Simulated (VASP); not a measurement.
**Co: single point with PBEsol**

Crystal: Co.

```
CELL_PARAMETERS angstrom
2.45521 0.00000 0.00000
-1.22761 2.12628 0.00000
0.00000 0.00000 7.96484
ATOMIC_POSITIONS crystal
Co 0.00000 0.00000 0.00000
Co 0.33333 0.66667 0.25000
Co 0.00000 0.00000 0.50000
Co 0.66667 0.33333 0.75000
```

```json
{"Program": "VASP 6.6.1", "Task": "single point", "Functional": "PBEsol", "Potentials or basis": "VASP PAW PBE potentials, release 64 (Co)", "Cutoff": "520 eV", "k mesh": "24 × 24 × 8", "Occupations": "gaussian, width 0.1 eV", "Spin": "collinear spin, ferromagnetic start", "Starting moments": "[1.83, 1.83, 1.83, 1.83] μB"}
```

The pressure is -0.8 GPa, the net moment is 6.39 μB per cell and the site moments are Co +1.59, +1.61 (each value once) μB. The valence electrons inside the program's atomic spheres are Co 8.36.

Stress tensor (GPa, compression positive):
```
-0.64  0.00  0.00
 0.00 -0.64  0.00
 0.00  0.00 -1.05
```

Levels at points of the mesh, in eV from the Fermi level:
Spin up:
```
           k point  band 19  band 20  band 21  band 22  band 23  band 24
(0.00, 0.00, 0.00)    -1.46    -1.12    -1.12    -0.70    -0.70    -0.27
(0.50, 0.00, 0.00)    -0.45    -0.43     0.21     1.36     2.58     3.20
(0.00, 0.00, 0.50)    -1.62    -1.62    -0.88    -0.88    -0.88    -0.88
(0.50, 0.00, 0.50)    -0.49    -0.49     1.29     1.29     2.88     2.88
```
Spin down:
| k point | band 12 | band 13 | band 14 | band 15 | band 16 | band 17 |
| --- | --- | --- | --- | --- | --- | --- |
| (0.00, 0.00, 0.00) | -0.91 | -0.91 | -0.85 | -0.85 | -0.23 | 0.01 |
| (0.50, 0.00, 0.00) | -0.14 | -0.11 | 0.52 | 1.21 | 1.24 | 1.27 |
| (0.00, 0.00, 0.50) | -1.13 | -1.01 | -1.01 | -1.01 | -1.01 | 0.21 |
| (0.50, 0.00, 0.50) | -0.90 | -0.24 | -0.24 | 0.84 | 0.84 | 1.23 |

Wall time 17 min on 1 thread of Oxide Virtual Turin-like Processor (shared host), peak memory 0.51 GiB.

Caveat: the PAW data sets were made with another functional, which shifts forces and pressure a little.
